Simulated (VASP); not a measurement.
Wanted: the native input for a VASP 6.6.1 run.

```yaml
Task: single point
Functional: PBE
Potentials_or_basis: VASP PAW PBE potentials, release 64 (Ni)
Cutoff: 520 eV
k_mesh: 12 × 12 × 1
Occupations: gaussian, width 0.1 eV
Spin: collinear spin, ferromagnetic start
Starting_moments: "[0.75, 0.75, 0.75] μB"
Dipole_correction: yes
Further_INCAR_settings: ALGO = Normal; EDIFF = 1e-06; NBANDS = 26
```

The structure of Ni lies in POSCAR:

```
Ni
1.0
    2.4882329014      0.0000000000      0.0000000000
   -1.2441164507      2.1548729031      0.0000000000
    0.0000000000      0.0000000000     18.0632673130
Ni
3
Direct
    0.6666666667      0.3333333333      0.3875267901
    0.3333333333      0.6666666667      0.4979605489
    0.0000000000      0.0000000000      0.6084000715
```

The input as run:

INCAR

```
SYSTEM = Ni
  ALGO = Normal
  DIPOL = 0.5 0.5 0.498
  EDIFF = 1E-6
  ENCUT = 520
  GGA = PE
  IDIPOL = 3
  ISIF = 2
  ISMEAR = 0
  ISPIN = 2
  LASPH = .TRUE.
  LCHARG = .FALSE.
  LDIPOL = .TRUE.
  LMAXMIX = 4
  LORBIT = 11
  LREAL = .FALSE.
  LWAVE = .FALSE.
  MAGMOM = 0.75 0.75 0.75
  NBANDS = 26
  NELM = 150
  PREC = Accurate
  SIGMA = 0.1
```

KPOINTS

```
k-points
0
G
  12 12 1
  0 0 0
```

Potentials or basis: VASP PAW PBE potentials, release 64 (Ni).

The run is started by

```bash
$ cat potpaw_PBE.64/Ni/POTCAR > POTCAR
$ mpirun -np 1 vasp_std > vasp.out
```

Results of the run:

```yaml
Net_moment: 2.19 μB per cell
Site_moments: Ni +0.73, +0.77 μB
Valence_electrons_inside_the_program's_atomic_spheres: Ni 9.19, 9.32
```

Wall time 94 s on 1 thread of Intel(R) Xeon(R) 6975P-C (Granite Rapids) (shared host), peak memory 0.29 GiB.
